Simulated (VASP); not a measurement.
The system is Pd.

```
CELL_PARAMETERS angstrom
0.00000 1.95000 1.95000
1.95000 0.00000 1.95000
1.95000 1.95000 0.00000
ATOMIC_POSITIONS crystal
Pd 0.00000 0.00000 0.00000
```

| Quantity | Value |
| --- | --- |
| Program | VASP 6.6.1 |
| Task | relaxation of cell and atoms |
| Functional | PBE |
| Potentials or basis | VASP PAW PBE potentials, release 64 (Pd) |
| Cutoff | 600 eV |
| k mesh | 20 × 20 × 20 |
| Occupations | methfessel-paxton, width 0.1 eV |
| Spin | no spin polarisation |

At the start: pressure 5.4 GPa; volume 14.83 Å³/atom.

Problem. How do energy, volume and symmetry change on relaxing?

Solution. Over 3 steps the energy falls by 7.2 meV/atom and the volume is 15.28 Å³/atom (+3.0 %); space group Fm-3m (No. 225, to 0.05 Å).

Step by step:
| step | energy change (eV) | largest force (eV/Å) | pressure (GPa) | volume (Å³) |
| --- | --- | --- | --- | --- |
| 1 | 0.0000 | 0.0000 | 5.42 | 14.83 |
| 2 | 0.0065 | 0.0000 | -6.37 | 15.93 |
| 3 | -0.0072 | 0.0000 | -0.03 | 15.28 |

Final structure:
```cif
data_structure
_symmetry_space_group_name_H-M 'P 1'
_symmetry_Int_Tables_number 1
_cell_length_a 2.7852
_cell_length_b 2.7852
_cell_length_c 2.7852
_cell_angle_alpha 60.000
_cell_angle_beta 60.000
_cell_angle_gamma 60.000
_cell_volume 15.28
loop_
_atom_site_label
_atom_site_type_symbol
_atom_site_fract_x
_atom_site_fract_y
_atom_site_fract_z
_atom_site_occupancy
Pd1 Pd 0.00000 0.00000 0.00000 1
```
